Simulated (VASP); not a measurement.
# Pt (P6_3/mmc) in VASP: a series of runs

Pt is run at these levels: LDA; tasks: single point.

All numbers are computed with VASP 6.6.1; they aren't measurements. Logs are shortened: lines on timing, memory, paths and dates and some standing lists are left out, and cuts for length are marked.

## 1. The cell of the first run

Symmetry: P6_3/mmc, No. 194, hexagonal system. Conventional cell: a = 2.640 Å, b = 2.640 Å, c = 4.560 Å, α = 90.00°, β = 90.00°, γ = 120.00°. Pt (site symmetry -6m2) has 12 Pt at 2.64 to 2.74 Å within 3.5 Å.

This isn't the form of Pt at room conditions, which is fcc.

## 2. Single point, LDA

INCAR reads:

```
PREC = Accurate
ENCUT = 570
EDIFF = 1E-6
ISMEAR = 0
SIGMA = 0.15
LREAL = False
LASPH = True
NELM = 120
ALGO = Normal
ISIF = 2
LWAVE = False
LCHARG = False
NBANDS = 25
GGA_COMPAT = False
```

KPOINTS reads:

```
regular mesh
0
Gamma
  18 18 10
```

POSCAR reads:

```
Pt
1.0
    2.6404892193      0.0000000000      0.0000000000
   -1.3202446096      2.2867307423      0.0000000000
    0.0000000000      0.0000000000      4.5604625585
Pt
2
Direct
    0.6666666667      0.3333333333      0.7500000000
    0.3333333333      0.6666666667      0.2500000000
```

Potentials or basis: VASP PAW LDA potentials, release 64 (Pt_sv_GW).

On the command line:

```
$ cat potpaw_LDA.64/Pt_sv_GW/POTCAR > POTCAR
$ mpirun -np 1 vasp_std > vasp.out
```

OUTCAR:

```text
PREC = Accurate
   ENCUT = 570
   EDIFF = 1E-6
   ISMEAR = 0
   LREAL = False
   LASPH = True
   NELM = 120
   ISIF = 2

 ion  position               nearest neighbor table
   1  0.667  0.333  0.750-   2 2.74   2 2.74   2 2.74   2 2.74   2 2.74   2 2.74
   2  0.333  0.667  0.250-   1 2.74   1 2.74   1 2.74   1 2.74   1 2.74   1 2.74

  LATTYP: Found a hexagonal cell.
 ALAT       =     2.6404892193
 C/A-ratio  =     1.7271278842

  Lattice vectors:

 A1 = (   2.6404892193,   0.0000000000,   0.0000000000)
 A2 = (  -1.3202446096,   2.2867307423,   0.0000000000)
 A3 = (   0.0000000000,   0.0000000000,   4.5604625585)

Analysis of symmetry for initial positions (statically):
=====================================================================
 Subroutine PRICEL returns:
 Original cell was already a primitive cell.

 Routine SETGRP: Setting up the symmetry group for a
 hexagonal supercell.

 Subroutine GETGRP returns: Found 24 space group operations
 (whereof 12 operations were pure point group operations)
 out of a pool of 24 trial point group operations.

The static configuration has the point symmetry D_3d.
 The point group associated with its full space group is D_6h.

Analysis of symmetry for dynamics (positions and initial velocities):
=====================================================================
 Subroutine PRICEL returns:
 Original cell was already a primitive cell.

 Routine SETGRP: Setting up the symmetry group for a
 hexagonal supercell.

 Subroutine GETGRP returns: Found 24 space group operations
 (whereof 12 operations were pure point group operations)
 out of a pool of 24 trial point group operations.

The dynamic configuration has the point symmetry D_3d.
 The point group associated with its full space group is D_6h.

 Subroutine INISYM returns: Found 24 space group operations
 (whereof 12 operations are pure point group operations),
 and found     1 'primitive' translations

----------------------------------------------------------------------------------------

                                     Primitive cell

  volume of cell :      27.5365

  direct lattice vectors                    reciprocal lattice vectors
     2.640489219  0.000000000  0.000000000     0.378717698  0.218652765  0.000000000
    -1.320244610  2.286730742  0.000000000     0.000000000  0.437305530  0.000000000
     0.000000000  0.000000000  4.560462559     0.000000000  0.000000000  0.219276003

  length of vectors
     2.640489219  2.640489219  4.560462559     0.437305530  0.437305530  0.219276003

  position of ions in fractional coordinates (direct lattice)
     0.666666667  0.333333333  0.750000000
     0.333333333  0.666666667  0.250000000

  ion indices of the primitive-cell ions
   primitive index   ion index
                 1           1
                 2           2

----------------------------------------------------------------------------------------

 KPOINTS: regular mesh

Automatic generation of k-mesh.
 Grid dimensions read from file:
 generate k-points for:   18   18   10

 Generating k-lattice:

  Cartesian coordinates                     Fractional coordinates (reciprocal lattice)
     0.021039872  0.012147376  0.000000000     0.055555556  0.000000000  0.000000000
     0.000000000  0.024294752  0.000000000     0.000000000  0.055555556  0.000000000
     0.000000000  0.000000000  0.021927600     0.000000000  0.000000000  0.100000000

  Length of vectors
     0.024294752  0.024294752  0.021927600

  Shift w.r.t. Gamma in fractional coordinates (k-lattice)
     0.000000000  0.000000000  0.000000000

 Subroutine IBZKPT returns following result:
 ===========================================

 Found    222 irreducible k-points:

 Following reciprocal coordinates:
            Coordinates               Weight
  0.000000  0.000000  0.000000      1.000000
  0.055556  0.000000  0.000000      6.000000
  0.111111  0.000000  0.000000      6.000000
  0.166667 -0.000000  0.000000      6.000000
  0.222222 -0.000000  0.000000      6.000000
  0.277778  0.000000  0.000000      6.000000
[... 16 lines left out ...]
  0.333333  0.111111  0.000000     12.000000
  0.388889  0.111111  0.000000     12.000000
 [... further k-points ...]
   k-points           NKPTS =    222   k-points in BZ     NKDIM =    222   number of bands    NBANDS=     25
   number of dos      NEDOS =    301   number of ions     NIONS =      2
   total plane-waves  NPLWV =  20736
   dimension x,y,z NGX =    24 NGY =   24 NGZ =   36
   dimension x,y,z NGXF=    48 NGYF=   48 NGZF=   72
   ions per type =               2
   NGX,Y,Z   is equivalent  to a cutoff of  15.11, 15.11, 13.12 a.u.
   NGXF,Y,Z  is equivalent  to a cutoff of  30.22, 30.22, 26.25 a.u.
 SYSTEM =  unknown system
   PREC   = accura    normal or accurate (medium, high low for compatibility)
   ISTART =      0    job   : 0-new  1-cont  2-samecut
   ICHARG =      2    charge: 1-file 2-atom 10-const
[... 26 lines left out ...]
     AMIX_MAG =   1.60;   BMIX_MAG =  1.00
  volume/ion in A,a.u.               =      13.77        92.91
  Fermi-wavevector in a.u.,A,eV,Ry     =   1.790082  3.382764 43.598414  3.204393
  Thomas-Fermi vector in A             =   2.852925
   LORBIT       =      0    0 simple, 1 ext, 2 COOP (PROOUT), +10 PAW based schemes
   GGA     = CA    functional components
   LHFCALC =     F    Hartree Fock is set to
   AEXX    =    0.0000 exact exchange contribution
   IVDW    =     0    specifies the selected vdW correction
   LEPSILON=     F    determine dielectric tensor
   LRPA    =     F    only Hartree local field effects (RPA)
 non-spin polarized calculation
 Gauss-broadening in eV      SIGMA  =   0.15
  energy-cutoff  :      570.00
  volume of cell :       27.54
 maximum number of plane-waves:       864
 NGX is ok and might be reduce to    24
   NGX = 11   NGY = 11   NGZ = 17

 number of electron      35.9999999 magnetization

 Free energy of the ion-electron system (eV)
  ---------------------------------------------------
  ext. energy  EPLUGINS =         0.00000000
  ---------------------------------------------------
  free energy    TOTEN  =       -14.34595709 eV

  energy without entropy =      -14.31097299  energy(sigma->0) =      -14.32846504

 E-fermi :  12.2094     XC(G=0): -14.9646

 val. band max:       12.2083229372   @ k =   0.3889  -0.0000   0.4000
 cond. band min:      12.2151006293   @ k =   0.3333   0.1667   0.0000
 fundamental gap:      0.0067776921
 Fermi energy:        12.2094034711

 k-point     1 :       0.0000    0.0000    0.0000
  band No.  band energies     occupation
      1     -86.3788      2.00000
      2     -86.3374      2.00000
      3     -41.0037      2.00000
      4     -40.5833      2.00000
      5     -40.5833      2.00000
      6     -40.5163      2.00000
[... 17 lines left out ...]
     24      29.4806      0.00000
     25      34.6297      0.00000

 k-point     2 :       0.0556    0.0000    0.0000
  band No.  band energies     occupation
      1     -86.3773      2.00000
      2     -86.3369      2.00000
      3     -40.9975      2.00000
      4     -40.6030      2.00000
      5     -40.5892      2.00000
      6     -40.5358      2.00000
[... 17 lines left out ...]
     24      29.7035      0.00000
     25      33.8626      0.00000

 k-point     3 :       0.1111    0.0000    0.0000
  band No.  band energies     occupation
      1     -86.3717      2.00000
      2     -86.3335      2.00000
      3     -40.9791      2.00000
      4     -40.6570      2.00000
      5     -40.6049      2.00000
      6     -40.5902      2.00000
[... 17 lines left out ...]
     24      30.2470      0.00000
     25      32.2354      0.00000

 k-point     4 :       0.1667   -0.0000    0.0000
  band No.  band energies     occupation
      1     -86.3643      2.00000
      2     -86.3290      2.00000
      3     -40.9500      2.00000
      4     -40.7405      2.00000
      5     -40.6744      2.00000
      6     -40.6286      2.00000
[... 17 lines left out ...]
     24      30.4779      0.00000
     25      31.0645      0.00000
[... 477 lines left out ...]
 k-point    22 :       0.2778    0.1111    0.0000
  band No.  band energies     occupation
      1     -86.3330      2.00000
      2     -86.3111      2.00000
      3     -41.0436      2.00000
      4     -40.9880      2.00000
      5     -40.8088      2.00000
      6     -40.7438      2.00000
[... 17 lines left out ...]
     24      27.5317      0.00000
     25      29.6048      0.00000

 k-point    23 :       0.3333    0.1111    0.0000
  band No.  band energies     occupation
      1     -86.3250      2.00000
      2     -86.3081      2.00000
      3     -41.1179      2.00000
      4     -41.0513      2.00000
      5     -40.7744      2.00000
      6     -40.7663      2.00000
[... 17 lines left out ...]
     24      26.9490      0.00000
     25      27.3908      0.00000

 k-point    24 :       0.3889    0.1111    0.0000
  band No.  band energies     occupation
      1     -86.3191      2.00000
      2     -86.3063      2.00000
      3     -41.1658      2.00000
      4     -41.0925      2.00000
      5     -40.7941      2.00000
      6     -40.7321      2.00000
[... 17 lines left out ...]
     24      25.6168      0.00000
     25      26.5464      0.00000

 [... further k-points ...]
[... 5 lines left out ...]
  --------------------------------------------------------------------------------------
  -------------------------------------------------------------------------------------
  Total        5.0288775      5.0288775      4.2934866      0.0000000      0.0000000      0.0000000
  in kB      292.5993202    292.5993202    249.8114664      0.0000000      0.0000000      0.0000000
  external PRESSURE =     278.3367023 kB  Pullay stress =       0.0000000 kB

 VOLUME and BASIS-vectors are now :
 -----------------------------------------------------------------------------
  energy-cutoff  :      570.00
  volume of cell :       27.54
      direct lattice vectors                 reciprocal lattice vectors
     2.640489219  0.000000000  0.000000000     0.378717698  0.218652765  0.000000000
    -1.320244610  2.286730742  0.000000000     0.000000000  0.437305530  0.000000000
     0.000000000  0.000000000  4.560462559     0.000000000  0.000000000  0.219276003

 POSITION                                       TOTAL-FORCE (eV/Angst)
 -----------------------------------------------------------------------------------
      1.32024      0.76224      3.42035         0.000000      0.000000      0.000000
     -0.00000      1.52449      1.14012        -0.000000      0.000000      0.000000
 -----------------------------------------------------------------------------------
    total drift:                               -0.000000      0.000000     -0.000000

  FREE ENERGIE OF THE ION-ELECTRON SYSTEM (eV)
  ---------------------------------------------------
  free  energy   TOTEN  =       -14.3459570937 eV

  energy  without entropy=      -14.3109729903  energy(sigma->0) =      -14.32846504
```

Run time: 1.7 min. Hardware: 1 thread of Intel Xeon Platinum 8375C at 2.90GHz (Ice Lake), shared host; peak memory 0.26 GiB.

Results:

```yaml
Free_energy: -14.3460 eV
Pressure: 27.8 GPa
Band_gap_on_the_k_mesh: zero (bands 18 and 19 overlap by 1.63 eV)
```

Levels at points of the mesh, in eV from the Fermi level:
| k point | band 14 | band 15 | band 16 | band 17 | band 18 | band 19 | band 20 | band 21 | band 22 | band 23 |
| --- | --- | --- | --- | --- | --- | --- | --- | --- | --- | --- |
| (0.00, 0.00, 0.00) | -3.79 | -3.79 | -2.30 | -2.30 | -1.26 | -0.27 | -0.27 | 5.73 | 14.82 | 15.67 |
| (0.50, 0.00, 0.00) | -3.64 | -3.30 | 0.06 | 0.38 | 0.64 | 2.58 | 4.27 | 8.06 | 9.59 | 10.86 |
| (0.00, 0.00, 0.50) | -4.26 | -4.26 | -4.26 | -0.99 | -0.99 | -0.99 | -0.99 | 12.96 | 12.96 | 15.56 |
| (0.50, 0.00, 0.50) | -2.30 | -1.19 | -1.19 | 0.53 | 0.53 | 1.72 | 1.72 | 7.57 | 7.57 | 14.83 |

Caveat: the cell stands under pressure; spin-orbit coupling is left out, which moves the levels of the heavy elements.

## 3. Single point, LDA

This run uses another cell than the first one, of 16.00 Å³/atom.

INCAR reads:

```
SYSTEM = Pt
PREC = Accurate ; ENCUT = 570
EDIFF = 1E-6 ; ISMEAR = 0
SIGMA = 0.15 ; LREAL = .FALSE.
LASPH = .TRUE. ; NELM = 120
ALGO = Normal ; ISIF = 2
LWAVE = .FALSE. ; LCHARG = .TRUE.
LELF = .TRUE. ; LVHAR = .TRUE.
NBANDS = 25 ; GGA_COMPAT = .FALSE.
```

KPOINTS reads:

```
Automatic mesh
0
G
  18 18 10
  0 0 0
```

POSCAR reads:

```
Pt
1.0
    2.7758989228      0.0000000000      0.0000000000
   -1.3879494614      2.4039989855      0.0000000000
    0.0000000000      0.0000000000      4.7943324333
Pt
2
Direct
    0.6666666667      0.3333333333      0.7500000000
    0.3333333333      0.6666666667      0.2500000000
```

Potentials or basis: VASP PAW LDA potentials, release 64 (Pt_sv_GW).

On the command line:

```
$ cat potpaw_LDA.64/Pt_sv_GW/POTCAR > POTCAR
$ mpirun -np 1 vasp_std > vasp.out
```

Wall time 1.7 min (1 thread of Intel Xeon Platinum 8488C (Sapphire Rapids), shared host); peak memory 0.28 GiB.

Results (log left out):

```
Free energy            : -14.4156 eV
Pressure               : -18.6 GPa
Band gap on the k mesh : zero (bands 18 and 19 overlap by 1.24 eV)
```

Stress tensor (GPa, compression positive):
```
-19.13   0.00   0.00
  0.00 -19.13   0.00
  0.00   0.00 -17.66
```

Levels at points of the mesh, in eV from the Fermi level:
| k point | band 16 | band 17 | band 18 | band 19 | band 20 | band 21 |
| --- | --- | --- | --- | --- | --- | --- |
| (0.00, 0.00, 0.00) | -1.78 | -1.78 | -0.60 | -0.21 | -0.21 | 4.66 |
| (0.50, 0.00, 0.00) | 0.02 | 0.26 | 0.46 | 2.24 | 3.69 | 7.23 |
| (0.00, 0.00, 0.50) | -3.34 | -0.78 | -0.78 | -0.78 | -0.78 | 11.96 |
| (0.50, 0.00, 0.50) | -0.82 | 0.38 | 0.38 | 1.72 | 1.72 | 6.35 |

Caveat: the cell stands under tension; spin-orbit coupling is left out, which moves the levels of the heavy elements.

## 4. Single point, LDA

This run uses another cell than the first one, of 14.49 Å³/atom.

INCAR reads:

```
SYSTEM = Pt
PREC     = Accurate       ! precision mode
ENCUT    = 570            ! plane-wave cutoff, eV
EDIFF    = 1E-6           ! SCF threshold, eV
ISMEAR   = 0              ! smearing method
SIGMA    = 0.15           ! smearing width, eV
LREAL    = .False.        ! projectors in reciprocal space
LASPH    = .True.         ! aspherical terms in the spheres
NELM     = 120            ! most SCF steps
ALGO     = Normal         ! electronic algorithm
ISIF     = 2              ! what is computed and relaxed
LWAVE    = .False.        ! write WAVECAR
LCHARG   = .False.        ! write CHGCAR
NBANDS   = 25             ! bands
GGA_COMPAT= .False.
```

KPOINTS reads:

```
regular mesh
0
Gamma
  18 18 10
  0 0 0
```

POSCAR reads:

```
Pt
1.0
    2.6857160603      0.0000000000      0.0000000000
   -1.3428580301      2.3258983356      0.0000000000
    0.0000000000      0.0000000000      4.6385750967
Pt
2
Direct
    0.6666666667      0.3333333333      0.7500000000
    0.3333333333      0.6666666667      0.2500000000
```

On the command line:

```
$ cat potpaw_LDA.64/Pt_sv_GW/POTCAR > POTCAR
$ mpirun -np 1 vasp_std > vasp.out
```

Wall time 81 s (1 thread of Intel Xeon Platinum 8488C (Sapphire Rapids), shared host); peak memory 0.26 GiB.

The run converged. Its results:

* Free energy: -14.5161 eV
* Pressure: 7.8 GPa
* Band gap on the k mesh: zero (bands 18 and 19 overlap by 1.49 eV)

Stress tensor (GPa, compression positive):
```
8.42 0.00 0.00
0.00 8.42 0.00
0.00 0.00 6.57
```

Levels at points of the mesh, in eV from the Fermi level:
```csv
k point,band 14,band 15,band 16,band 17,band 18,band 19,band 20,band 21,band 22,band 23
"(0.00, 0.00, 0.00)",-3.50,-3.50,-2.11,-2.11,-1.03,-0.25,-0.25,5.34,14.96,15.74
"(0.50, 0.00, 0.00)",-3.36,-3.03,0.05,0.33,0.58,2.45,4.06,7.76,9.31,10.35
"(0.00, 0.00, 0.50)",-3.92,-3.92,-3.92,-0.91,-0.91,-0.91,-0.91,12.65,12.65,15.54
"(0.50, 0.00, 0.50)",-2.11,-1.06,-1.06,0.47,0.47,1.71,1.71,7.13,7.13,14.61
```

Caveat: the cell stands under pressure; spin-orbit coupling is left out, which moves the levels of the heavy elements.

## 5. Single point, LDA

This run uses another cell than the first one, of 14.12 Å³/atom.

INCAR reads:

```
PREC = Accurate
ENCUT = 570
EDIFF = 1E-6
ISMEAR = 0
SIGMA = 0.15
LREAL = F
LASPH = T
NELM = 120
ALGO = Normal
ISIF = 2
LWAVE = F
LCHARG = F
GGA = CA
NBANDS = 25
GGA_COMPAT = F
```

KPOINTS reads:

```
regular mesh
0
Gamma
  18 18 10
```

POSCAR reads:

```
Pt
1.0
    2.6629672301      0.0000000000      0.0000000000
   -1.3314836150      2.3061972707      0.0000000000
    0.0000000000      0.0000000000      4.5992849577
Pt
2
Direct
    0.6666666667      0.3333333333      0.7500000000
    0.3333333333      0.6666666667      0.2500000000
```

On the command line:

```
$ cat potpaw_LDA.64/Pt_sv_GW/POTCAR > POTCAR
$ mpirun -np 1 vasp_std > vasp.out
```

Wall time 75 s (1 thread of AMD EPYC 9R45 (Zen 5), shared host); peak memory 0.23 GiB.

It converged, with:

- Free energy: -14.4523 eV
- Pressure: 17.2 GPa
- Band gap on the k mesh: zero (bands 18 and 19 overlap by 1.56 eV)

Stress tensor (GPa, compression positive):
```
18.21  0.00  0.00
 0.00 18.21  0.00
 0.00  0.00 15.21
```

Levels at points of the mesh, in eV from the Fermi level:
```csv
k point,band 16,band 17,band 18,band 19,band 20,band 21
"(0.00, 0.00, 0.00)",-2.20,-2.20,-1.15,-0.26,-0.26,5.53
"(0.50, 0.00, 0.00)",0.05,0.35,0.61,2.51,4.17,7.91
"(0.00, 0.00, 0.50)",-4.09,-0.95,-0.95,-0.95,-0.95,12.81
"(0.50, 0.00, 0.50)",-1.12,0.50,0.50,1.71,1.71,7.35
```

Caveat: the cell stands under pressure; spin-orbit coupling is left out, which moves the levels of the heavy elements.

## 6. Single point, LDA

This run uses another cell than the first one, of 15.61 Å³/atom.

INCAR reads:

```
  PREC = Accurate
  ENCUT = 570
  EDIFF = 1E-6
  ISMEAR = 0
  SIGMA = 0.15
  LREAL = F
  LASPH = T
  NELM = 120
  ALGO = Normal
  ISIF = 2
  LWAVE = F
  LCHARG = F
  GGA = CA
  NBANDS = 25
  GGA_COMPAT = F
```

KPOINTS is that of step 5.

POSCAR reads:

```
Pt
1.0
    2.7534209121      0.0000000000      0.0000000000
   -1.3767104560      2.3845324572      0.0000000000
    0.0000000000      0.0000000000      4.7555100341
Pt
2
Direct
    0.6666666667      0.3333333333      0.7500000000
    0.3333333333      0.6666666667      0.2500000000
```

Potentials or basis: VASP PAW LDA potentials, release 64 (Pt_sv_GW).

On the command line:

```
$ cat potpaw_LDA.64/Pt_sv_GW/POTCAR > POTCAR
$ mpirun -np 1 vasp_std > vasp.out
```

Run time: 64 s. Hardware: 1 thread of Intel Xeon 6975P-C (Granite Rapids), shared host; peak memory 0.28 GiB.

It converged, with:

```
Free energy            : -14.4861 eV
Pressure               : -13.4 GPa
Band gap on the k mesh : zero (bands 18 and 19 overlap by 1.30 eV)
```

Stress tensor (GPa, compression positive):
```
-13.70   0.00   0.00
  0.00 -13.70   0.00
  0.00   0.00 -12.90
```

Levels at points of the mesh, in eV from the Fermi level:
```csv
k point,band 14,band 15,band 16,band 17,band 18,band 19,band 20,band 21,band 22,band 23
"(0.00, 0.00, 0.00)",-3.10,-3.10,-1.86,-1.86,-0.71,-0.22,-0.22,4.82,15.11,15.78
"(0.50, 0.00, 0.00)",-2.97,-2.65,0.03,0.28,0.49,2.29,3.78,7.35,8.93,9.64
"(0.00, 0.00, 0.50)",-3.48,-3.48,-3.48,-0.81,-0.81,-0.81,-0.81,12.13,12.13,15.54
"(0.50, 0.00, 0.50)",-1.85,-0.87,-0.87,0.40,0.40,1.72,1.72,6.54,6.54,14.27
```

Caveat: the cell stands under tension; spin-orbit coupling is left out, which moves the levels of the heavy elements.

## 7. Overview

```tsv
cell	gap on the mesh (eV)	pressure (GPa)
a = 2.640, b = 2.640, c = 4.560 Å, angles 90.0, 90.0, 120.0°, 2 atoms	none	27.8
a = 2.776, b = 2.776, c = 4.794 Å, angles 90.0, 90.0, 120.0°, 2 atoms	none	-18.6
a = 2.686, b = 2.686, c = 4.639 Å, angles 90.0, 90.0, 120.0°, 2 atoms	none	7.8
a = 2.663, b = 2.663, c = 4.599 Å, angles 90.0, 90.0, 120.0°, 2 atoms	none	17.2
a = 2.753, b = 2.753, c = 4.756 Å, angles 90.0, 90.0, 120.0°, 2 atoms	none	-13.4
```

Alike in all rows: task single point; level LDA; potentials or basis VASP PAW LDA potentials, release 64 (Pt_sv_GW); no spin polarisation; k mesh 18 × 18 × 10; cutoff (eV) 570; smearing gaussian 0.15 eV.

Caveats: spin-orbit coupling is left out, which moves the levels of the heavy elements; the cell stands under pressure (at least some runs); the cell stands under tension (at least some runs).

Total energies depend on the potentials used, so only differences within one code and one set of settings carry meaning.
